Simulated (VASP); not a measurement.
Ga4As3N:

```xyz
8
Lattice="3.8073 0.0000 0.0000 0.0000 3.8073 0.0000 0.0000 0.0000 10.7686" Properties=species:S:1:pos:R:3 pbc="T T T"
Ga    0.0000    0.0000    2.6921
Ga    1.9036    1.9036    5.3843
Ga    0.0000    0.0000    8.0764
Ga    1.9036    1.9036    0.0000
As    1.9036    1.9036    2.6921
As    0.0000    0.0000    5.3843
As    1.9036    1.9036    8.0764
N     0.0000    0.0000    0.0000
```

| Property | Result |
| --- | --- |
| Program | VASP 6.6.1 |
| Task | relaxation of cell and atoms |
| Functional | PBE |
| Potentials or basis | VASP PAW PBE potentials, release 64 (Ga_d, As, N) |
| Cutoff | 600 eV |
| k mesh | 4 × 4 × 2 |
| Occupations | gaussian, width 0.1 eV |
| Spin | no spin polarisation |

At the start: pressure -5.4 GPa; volume 19.51 Å³/atom.

Task: How do energy, volume and symmetry change on relaxing?

Result: Over 32 steps the energy falls by 233.7 meV/atom and the volume is 18.54 Å³/atom (-5.0 %); space group P4/mmm (No. 123, to 0.1 Å) before and after.

Step by step:
```csv
step,energy change (eV),largest force (eV/Å),pressure (GPa),volume (Å³)
1,0.0000,0.9458,-5.42,156.09
2,-0.3988,1.2295,-0.16,141.64
3,-0.4250,1.3117,2.10,137.28
4,-0.7276,1.4073,3.04,135.25
5,-0.6399,1.1032,12.81,128.76
6,-0.9461,1.3879,4.77,133.17
7,-0.9455,0.7170,9.10,130.27
8,-1.0135,1.2117,6.48,131.81
9,-1.2109,0.8858,4.65,134.65
10,-1.3794,0.3598,2.36,141.10
11,-1.4906,0.2079,0.25,143.55
12,-1.5219,0.4925,-1.56,145.95
13,-1.5587,0.5024,-1.00,144.69
14,-1.6324,0.4559,1.02,140.89
15,-1.5669,0.2187,6.01,133.22
16,-1.6440,0.3965,2.08,138.84
17,-1.6735,0.3958,1.91,139.35
18,-1.7506,0.3422,1.49,140.84
19,-1.7881,0.2738,1.38,143.50
20,-1.7977,0.2673,1.30,142.71
21,-1.8306,0.2871,0.08,145.48
22,-1.8365,0.2984,-0.36,146.80
23,-1.8307,0.3209,-1.47,149.45
24,-1.8373,0.3040,-0.64,147.45
25,-1.8490,0.2379,-0.07,146.94
26,-1.8506,0.1909,0.24,146.68
27,-1.8610,0.1024,0.30,146.91
28,-1.8667,0.0297,0.40,147.20
29,-1.8680,0.1113,-0.27,148.47
30,-1.8683,0.0854,-0.08,148.08
31,-1.8692,0.0617,-0.06,148.17
32,-1.8700,0.0310,-0.03,148.30
```

Final structure:
```
CELL_PARAMETERS angstrom
3.66269 0.00000 0.00000
0.00000 3.66269 0.00000
0.00000 0.00000 11.05441
ATOMIC_POSITIONS crystal
Ga 0.00000 0.00000 0.17538
Ga 0.50000 0.50000 0.50000
Ga 0.00000 0.00000 0.82462
Ga 0.50000 0.50000 0.00000
As 0.50000 0.50000 0.22874
As 0.00000 0.00000 0.50000
As 0.50000 0.50000 0.77126
N 0.00000 0.00000 0.00000
```

Caveat: the k points lie up to 0.43 Å⁻¹ apart in the final cell, too coarse for converged energies and pressures of a metal.
